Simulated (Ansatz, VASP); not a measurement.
**One calculation of ZrB2, two programs**

INCAR

```
SYSTEM = ZrB2
  ALGO = Normal
  EDIFF = 1E-6
  ENCUT = 520
  GGA = PS
  ISIF = 2
  ISMEAR = 0
  LASPH = .True.
  LCHARG = .False.
  LREAL = .False.
  LWAVE = .False.
  NBANDS = 16
  NELM = 100
  PREC = Accurate
  SIGMA = 0.15
```

File KPOINTS:

```
k-points
0
Gamma
  15 15 12
  0 0 0
```

Contents of POSCAR:

```
ZrB2
1.0
    3.2495000000      0.0000000000      0.0000000000
   -1.6247500000      2.8141495496      0.0000000000
    0.0000000000      0.0000000000      3.3314000000
Zr B
1 2
Direct
    0.0000000000      0.0000000000      0.0000000000
    0.3333333333      0.6666666667      0.5000000000
    0.6666666667      0.3333333333      0.5000000000
```

Input for Ansatz:

```yaml
crystal:
  lattice:
    - [3.2495, 0.0, 0.0]
    - [-1.62475, 2.8141495496, 0.0]
    - [0.0, 0.0, 3.3314]
  atoms:
    - { symbol: Zr, position: [0.0, 0.0, 0.0] }
    - { symbol: B, position: [0.3333333333, 0.6666666667, 0.5] }
    - { symbol: B, position: [0.6666666667, 0.3333333333, 0.5] }
basis:
  ecutwfc: 520.0
kpoints:
  mp_grid: { grid: [15, 15, 12] }
hamiltonian:
  xc: pbesol
scf:
  occupations: { method: gaussian, width: 0.15 }
output:
  forces: true
  stress: true
  eigenvalues: true
```

Alike in both runs: task single point; functional PBEsol; k mesh 15 × 15 × 12; occupations gaussian, width 0.15 eV; no spin polarisation.

```csv
,VASP,Ansatz
version,VASP 6.6.1,Ansatz 0.2.0
potentials or method,"VASP PAW PBE potentials, release 64 (Zr_sv, B), cutoff 520 eV","scalar-relativistic, plane waves, PAW"
valence electrons in the cell,18,18
```

|  | VASP | Ansatz | Ansatz less VASP |
| --- | --- | --- | --- |
| gap on the k mesh at the Fermi level (eV) | none | none | - |
| pressure (GPa) | -2.1 | -2.5 | -0.36 |
| traceless stress, the component that is largest in VASP (GPa) | 17.81 | 17.81 | -0.003 |

VASP's potentials were made for PBE, not for PBEsol. A gap of «none» marks a metal or a gap that the smearing closes.
